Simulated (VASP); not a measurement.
# MgAl15HN16 (a cell with a defect) in VASP: single point with PBE

Aim: the single point of MgAl15HN16 (a cell with a defect) with PBE.

Program: VASP 6.6.1. These are calculated values, not measurements. Logs are shortened: lines on timing, memory, paths and dates and some standing lists are left out, and cuts for length are marked.

### 1 The cell of the first run

The cell holds a defect, 33 atoms: a = 6.260 Å, b = 6.260 Å, c = 10.035 Å, α = 90.00°, β = 90.00°, γ = 120.00°.

### 2 Single point, PBE, collinear spin

The input, INCAR:

```
PREC     = Accurate       # precision mode
ENCUT    = 520            # plane-wave cutoff, eV
EDIFF    = 1E-6           # SCF threshold, eV
ISMEAR   = 0              # smearing method
SIGMA    = 0.01           # smearing width, eV
LREAL    = Auto         
LASPH    = True           # aspherical terms in the spheres
NELM     = 200            # most SCF steps
ALGO     = Normal         # electronic algorithm
ISIF     = 2              # what is computed and relaxed
LWAVE    = False          # write WAVECAR
LCHARG   = True           # write CHGCAR
ISPIN    = 2              # spin polarisation
MAGMOM   = 0 0 0 0 0 0 0 0 0 0 0 0 0 0 0 0.01 0.06 0 0 0.01 0.09 0.05 0 0 0.09 0.05 0 0 0 0.03 0 0 0.44 # initial moments
LORBIT   = 11             # projections on sites
NUPDOWN  = 1.0            # fixed moment
GGA      = PE             # functional
LELF     = True           # ELF
LVHAR    = True         
NBANDS   = 90             # bands
NELECT   = 129.0        
GGA_COMPAT= False        
ISYM     = -1
```

The input, KPOINTS:

```
explicit points
1
Reciprocal
  0.25000000   0.25000000   0.25000000 1
```

The input, POSCAR:

```
MgAl15HN16
1.0
    6.2595139102      0.0000000601      0.0000000000
   -3.1297570100      5.4208980298      0.0000000000
    0.0000000000      0.0000000000     10.0348065900
Al Mg N H
15 1 16 1
Direct
    0.3343102750      0.1657244489      0.2535537979
    0.3304621925      0.1695411465      0.7531627905
    0.1641650108      0.3358366551      1.0027881081
    0.3339074548      0.6745103610      0.2531340392
    0.1674653104      0.8380928817      0.5015658368
    0.3301655382      0.6671815887      0.7535583434
    0.1630212823      0.8356079036      1.0014194957
    0.8255151086      0.1662043153      0.2531433190
    0.6620498289      0.3325872664      0.5015394919
    0.8327293807      0.1696873197      0.7535163970
    0.6644052483      0.3370141275      1.0014039809
    0.8311404890      0.6689775979      0.2524572071
    0.6627772221      0.8372523931      0.5018697982
    0.8311264802      0.6688005548      0.7504074037
    0.6647216971      0.8352934803      1.0015247148
    0.1638965513      0.3362350865      0.5040910777
    0.3357534310      0.1643333263      0.4407758655
    0.1658707831      0.3341536057      0.1926806551
    0.3304707813      0.1694943209      0.9430495080
    0.1655239714      0.3343878254      0.7057584986
    0.3369108335      0.6838600091      0.4407511019
    0.1586378071      0.8307979085      0.1878562168
    0.3304478889      0.6721849261      0.9435494364
    0.1659633574      0.8344730865      0.6928654775
    0.8162544946      0.1631291556      0.4407383348
    0.6691018679      0.3414044045      0.1878433213
    0.8277887392      0.1695190764      0.9435257442
    0.6655409866      0.3338799717      0.6928442926
    0.8299023628      0.6701340319      0.4426712760
    0.6687633470      0.8313916397      0.1883065967
    0.8296282639      0.6703111869      0.9392705840
    0.6652267786      0.8344496822      0.6934748696
    0.4999572354     -0.0000532848      0.3331484190
```

Potentials or basis: VASP PAW PBE potentials, release 64 (Al, Mg, N, H).

Command:

```console
$ cat potpaw_PBE.64/Al/POTCAR potpaw_PBE.64/Mg/POTCAR potpaw_PBE.64/N/POTCAR potpaw_PBE.64/H/POTCAR > POTCAR
$ mpirun -np 1 vasp_std > vasp.out
```

OUTCAR:

```text
PREC = Accurate
   ENCUT = 520
   EDIFF = 1E-6
   ISMEAR = 0
   LREAL = Auto
   LASPH = True
   NELM = 200
   ISIF = 2
   ISPIN = 2
   LORBIT = 11
   NUPDOWN = 1.0
   GGA = PE
   NELECT = 129.0
   ISYM = -1

 ion  position               nearest neighbor table
   1  0.334  0.166  0.254-  17 1.88  18 1.93  26 1.93  22 1.93  33 1.97   5 3.06   9 3.06   8 3.07
                             4 3.07   7 3.10  11 3.10   3 3.12  16 3.12  12 3.13  12 3.13   4 3.19
   2  0.330  0.170  0.753-  20 1.85  19 1.91  24 1.91  28 1.91  11 3.08   7 3.08  16 3.08   3 3.09
                             5 3.10   9 3.10   6 3.12  10 3.12  14 3.13  14 3.13  10 3.14   6 3.14
   3  0.164  0.336  0.003-  19 1.90  18 1.91  23 1.92  27 1.92   6 3.08  10 3.08   2 3.09   8 3.11
                             4 3.11   1 3.12  11 3.13   7 3.13  15 3.13  15 3.13   7 3.13  11 3.13
   4  0.334  0.675  0.253-  21 1.88  22 1.91  30 1.93  33 1.94  18 1.94  13 3.07   5 3.07   1 3.07
                             8 3.08  15 3.10   7 3.10   3 3.11  16 3.12  12 3.13  12 3.13   8 3.18
   5  0.167  0.838  0.502-  21 1.86  17 1.87  24 1.92  29 1.92   1 3.06   4 3.07  14 3.09  12 3.09
                             9 3.10   2 3.10  13 3.10   6 3.11  16 3.13  16 3.13  13 3.16   9 3.16
   6  0.330  0.667  0.754-  20 1.87  24 1.90  23 1.91  32 1.91  15 3.08   3 3.08  16 3.08   7 3.08
                            13 3.10   5 3.11  10 3.11   2 3.12  14 3.13  14 3.13   2 3.14  10 3.15
   7  0.163  0.836  0.001-  22 1.87  23 1.89  19 1.90  31 1.91   2 3.08   6 3.08  14 3.10  12 3.10
                             1 3.10   4 3.10  15 3.12  11 3.12   3 3.13   3 3.13  11 3.14  15 3.14
   8  0.826  0.166  0.253-  25 1.88  26 1.91  30 1.93  33 1.94  18 1.94  13 3.07   9 3.07   1 3.07
                             4 3.08  15 3.10  11 3.10   3 3.11  16 3.12  12 3.13  12 3.13   4 3.18
   9  0.662  0.333  0.502-  25 1.86  17 1.87  28 1.92  29 1.92   1 3.06   8 3.07  14 3.09  12 3.09
[... 16 lines left out ...]
  18  0.166  0.334  0.193-   3 1.91   1 1.93   4 1.94   8 1.94
  19  0.330  0.169  0.943-   3 1.90   7 1.90  11 1.90   2 1.91
  20  0.166  0.334  0.706-   2 1.85  10 1.87   6 1.87  16 2.02
  21  0.337  0.684  0.441-   5 1.86  13 1.87   4 1.88  16 1.99
  22  0.159  0.831  0.188-   7 1.87  12 1.89   4 1.91   1 1.93
[... 8 lines left out ...]
  31  0.830  0.670  0.939-  15 1.89  14 1.90  11 1.91   7 1.91
  32  0.665  0.834  0.693-  14 1.89   6 1.91  10 1.91  13 1.92
  33  0.500  1.000  0.333-   4 1.94   8 1.94   1 1.97

IMPORTANT INFORMATION: All symmetrisations will be switched off!
NOSYMM: (Re-)initialisation of all symmetry stuff for point group C_1.

----------------------------------------------------------------------------------------

                                     Primitive cell

  volume of cell :     340.5029

  direct lattice vectors                    reciprocal lattice vectors
     6.259513910  0.000000060  0.000000000     0.159756813  0.092235641  0.000000000
    -3.129757010  5.420898030  0.000000000    -0.000000002  0.184471279  0.000000000
     0.000000000  0.000000000 10.034806590     0.000000000  0.000000000  0.099653141

  length of vectors
     6.259513910  6.259513910 10.034806590     0.184471279  0.184471279  0.099653141

  position of ions in fractional coordinates (direct lattice)
     0.334310275  0.165724449  0.253553798
     0.330462193  0.169541147  0.753162790
     0.164165011  0.335836655  0.002788108
     0.333907455  0.674510361  0.253134039
     0.167465310  0.838092882  0.501565837
     0.330165538  0.667181589  0.753558343
[... 25 lines left out ...]
     0.665226779  0.834449682  0.693474870
     0.499957235  0.999946715  0.333148419

  ion indices of the primitive-cell ions
   primitive index   ion index
                 1           1
                 2           2
                 3           3
                 4           4
                 5           5
                 6           6
[... 25 lines left out ...]
                32          32
                33          33

----------------------------------------------------------------------------------------

 KPOINTS: explicit points

Read explicit list of k-points.

 Found      1 k-points:

 Following reciprocal coordinates:
            Coordinates               Weight
  0.250000  0.250000  0.250000      1.000000
   k-points           NKPTS =      1   k-points in BZ     NKDIM =      1   number of bands    NBANDS=     90
   number of dos      NEDOS =    301   number of ions     NIONS =     33
   total plane-waves  NPLWV = 184320
   dimension x,y,z NGX =    48 NGY =   48 NGZ =   80
   dimension x,y,z NGXF=    96 NGYF=   96 NGZF=  160
   ions per type =              15   1  16   1
   NGX,Y,Z   is equivalent  to a cutoff of  12.75, 12.75, 13.25 a.u.
   NGXF,Y,Z  is equivalent  to a cutoff of  25.50, 25.50, 26.51 a.u.
 SYSTEM =  unknown system
   PREC   = accura    normal or accurate (medium, high low for compatibility)
   ISTART =      0    job   : 0-new  1-cont  2-samecut
   ICHARG =      2    charge: 1-file 2-atom 10-const
   ISPIN  =      2    spin polarized calculation?
   LNONCOLLINEAR =      F non collinear calculations
   LSORBIT =      F    spin-orbit coupling
   LASPH  =      T    aspherical Exc in radial PAW
   ENCUT  =  520.0 eV  38.22 Ry    6.18 a.u.  11.64 11.64 18.66*2*pi/ulx,y,z
   NELM   =    200;   NELMIN=  2; NELMDL= -5     # of ELM steps
   EDIFF  = 0.1E-05   stopping-criterion for ELM
   LREAL  =      T    real-space projection
   EDIFFG = 0.1E-04   stopping-criterion for IOM
   NSW    =      0    number of steps for IOM
   IBRION =     -1    ionic relax: 0-MD 1-quasi-New 2-CG
   NFREE  =      0    steps in history (QN), initial steepest desc. (CG)
   ISIF   =      2    stress and relaxation
   ISYM   =     -1    0-nonsym 1-usesym 2-fastsym
   POTIM  = 0.5000    time-step for ionic-motion
   TEBEG  =    0.0;   TEEND  =   0.0 temperature during run
   PSTRESS=    0.0 pullay stress
   NELECT =     129.0000    total number of electrons
   NUPDOWN=       1.0000    fix difference up-down
   EMIN   =  10.00;   EMAX   =-10.00  energy-range for DOS
   EFERMI =   0.00;   METHOD = LEGACY
   ISMEAR =     0;   SIGMA  =   0.01  broadening in eV -4-tet -1-fermi 0-gaus
   EFERMI_NEDOS =   21; number of points for ismear=-14 and -15
   IALGO  =     38    algorithm
   IMIX   =      4    mixing-type and parameters
     AMIX     =   0.40;   BMIX     =  1.00
     AMIX_MAG =   1.60;   BMIX_MAG =  1.00
  volume/ion in A,a.u.               =      10.32        69.63
  Fermi-wavevector in a.u.,A,eV,Ry     =   1.184580  2.238532 19.092105  1.403230
  Thomas-Fermi vector in A             =   2.320791
   LORBIT       =     11    0 simple, 1 ext, 2 COOP (PROOUT), +10 PAW based schemes
   GGA     = PE    functional components
   LHFCALC =     F    Hartree Fock is set to
   AEXX    =    0.0000 exact exchange contribution
   IVDW    =     0    specifies the selected vdW correction
   LEPSILON=     F    determine dielectric tensor
   LRPA    =     F    only Hartree local field effects (RPA)
 spin polarized calculation
 Gauss-broadening in eV      SIGMA  =   0.01
  energy-cutoff  :      520.00
  volume of cell :      340.50
 maximum number of plane-waves:      9148
 NGX is ok and might be reduce to    48
   NGX = 23   NGY = 23   NGZ = 37

 number of electron     129.0000006 magnetization       0.9999971

 Free energy of the ion-electron system (eV)
  ---------------------------------------------------
  ext. energy  EPLUGINS =         0.00000000
  ---------------------------------------------------
  free energy    TOTEN  =      -230.18102622 eV

  energy without entropy =     -230.18102622  energy(sigma->0) =     -230.18102622

 E-fermi :   5.8880     XC(G=0): -10.8992

 val. band max:        7.4294670775   @ k =   0.2500   0.2500   0.2500
 cond. band min:       8.6332582433   @ k =   0.2500   0.2500   0.2500
 fundamental gap:      1.2037911658
 Fermi energy:         7.4876396383

 spin component 1

 k-point     1 :       0.2500    0.2500    0.2500
  band No.  band energies     occupation
      1      -8.7802      1.00000
      2      -8.3311      1.00000
      3      -8.1907      1.00000
      4      -8.0717      1.00000
      5      -7.8167      1.00000
      6      -7.6568      1.00000
[... 68 lines left out ...]
     75      12.6744      0.00000
     76      12.9197      0.00000
 Fermi energy:         5.8879577807

 spin component 2

 k-point     1 :       0.2500    0.2500    0.2500
  band No.  band energies     occupation
      1      -8.7554      1.00000
      2      -8.2855      1.00000
      3      -8.1659      1.00000
      4      -8.0596      1.00000
      5      -7.7719      1.00000
      6      -7.6283      1.00000
[... 68 lines left out ...]
     75      12.7013      0.00000
     76      12.9492      0.00000
 [bands above 76 left out]

------------------------ aborting loop because EDIFF is reached ----------------------------------------

  FORCE on cell =-STRESS in cart. coord.  units (eV):
  Direction    XX          YY          ZZ          XY          YZ          ZX
  --------------------------------------------------------------------------------------
  -------------------------------------------------------------------------------------
  Total       18.2107054      8.1749777     23.9888937     -8.6952871      0.2460200      0.0873480
  in kB       85.6873072     38.4659357    112.8755674    -40.9141612      1.1576045      0.4110007
  external PRESSURE =      79.0096034 kB  Pullay stress =       0.0000000 kB

 VOLUME and BASIS-vectors are now :
 -----------------------------------------------------------------------------
  energy-cutoff  :      520.00
  volume of cell :      340.50
      direct lattice vectors                 reciprocal lattice vectors
     6.259513910  0.000000060  0.000000000     0.159756813  0.092235641  0.000000000
    -3.129757010  5.420898030  0.000000000    -0.000000002  0.184471279  0.000000000
     0.000000000  0.000000000 10.034806590     0.000000000  0.000000000  0.099653141

 POSITION                                       TOTAL-FORCE (eV/Angst)
 -----------------------------------------------------------------------------------
      1.57394      0.89838      2.54436        -0.007253      0.004646     -0.023203
      1.53791      0.91907      7.55784        -0.002381      0.001436     -0.004823
     -0.02349      1.82054      0.02798         0.000292      0.000120     -0.001997
     -0.02096      3.65645      2.54015        -0.003432      0.001985     -0.005839
     -1.57478      4.54322      5.03312         0.006650     -0.009263      0.007842
     -0.02144      3.61672      7.56181        -0.002725      0.001108      0.000332
[... 25 lines left out ...]
      1.55237      4.52347      6.95889        -0.002248      0.001066     -0.006372
     -0.00010      5.42061      3.34308        -0.005548      0.003223     -0.001197
 -----------------------------------------------------------------------------------
    total drift:                               -0.009743      0.005938      0.035241

  FREE ENERGIE OF THE ION-ELECTRON SYSTEM (eV)
  ---------------------------------------------------
  free  energy   TOTEN  =      -230.1810262226 eV

  energy  without entropy=     -230.1810262226  energy(sigma->0) =     -230.18102622

 total charge

# of ion       s       p       d       tot
------------------------------------------
    1        0.371   0.429   0.000   0.799
    2        0.378   0.442   0.000   0.819
    3        0.375   0.429   0.000   0.804
    4        0.369   0.430   0.000   0.799
    5        0.380   0.444   0.000   0.824
    6        0.379   0.440   0.000   0.819
[... 25 lines left out ...]
   32        1.230   2.614   0.000   3.845
   33        0.500   0.018   0.000   0.518
--------------------------------------------------
tot         26.079  48.713   0.087  74.879

 magnetization (x)

# of ion       s       p       d       tot
------------------------------------------
    1       -0.000  -0.000   0.000  -0.000
    2       -0.000   0.000   0.000   0.000
    3       -0.000   0.000   0.000  -0.000
    4       -0.001   0.000   0.000  -0.001
    5        0.000   0.001   0.000   0.002
    6       -0.000   0.000   0.000   0.000
[... 25 lines left out ...]
   32       -0.000  -0.000   0.000  -0.000
   33        0.252   0.003   0.000   0.255
--------------------------------------------------
tot          0.269   0.332   0.003   0.604
```

Wall time 3.3 min (1 thread of Intel Xeon Platinum 8259CL at 2.50GHz (Skylake/Cascade Lake), shared host); peak memory 0.59 GiB.

Results:

```
Free energy                                           : -230.1810 eV
Largest force                                         : 0.025 eV/Å
Net moment                                            : 1.00 μB per cell
Site moments                                          : Al -0.00, +0.00 (each value once); Mg +0.02; N +0.05, +0.00, -0.00, +0.01, +0.08, +0.04, +0.03 (each value once); H +0.26 μB
Valence electrons inside the program's atomic spheres : Al 0.80, 0.82 (each value once); Mg 0.53; N 3.86, 3.82, 3.85, 3.84 (each value once); H 0.52
```

Forces in eV/Å, atoms in the order of the input:
```
Al  -0.007  0.005 -0.023
Al  -0.002  0.001 -0.005
Al   0.000  0.000 -0.002
Al  -0.003  0.002 -0.006
Al   0.007 -0.009  0.008
Al  -0.003  0.001  0.000
Al  -0.004  0.001  0.006
Al  -0.001  0.002 -0.006
Al   0.012 -0.002  0.009
Al  -0.003  0.003  0.001
Al  -0.003  0.003  0.007
Al  -0.005  0.002 -0.004
Al   0.014 -0.008  0.008
Al   0.000  0.000  0.007
Al  -0.004  0.002  0.008
Mg  -0.003  0.001  0.017
N    0.012 -0.008  0.003
N    0.003 -0.002  0.000
N    0.001 -0.001 -0.005
N   -0.001  0.001  0.004
N   -0.006  0.005  0.005
N    0.005  0.000  0.004
N    0.002  0.003 -0.006
N    0.001  0.001  0.000
N   -0.008  0.003  0.004
N    0.001 -0.004  0.004
N   -0.001 -0.003 -0.007
N    0.000 -0.002  0.000
N   -0.005  0.003  0.002
N    0.005 -0.002 -0.008
N    0.005 -0.004 -0.016
N   -0.002  0.001 -0.006
H   -0.006  0.003 -0.001
```

Caveat: the cell carries a net charge on a neutralising background, which shifts energy and pressure; the cell is charged against a uniform background, so pressure and absolute levels hang on convention; the total moment is fixed, so each spin has its own Fermi level and the state may be an excited one.
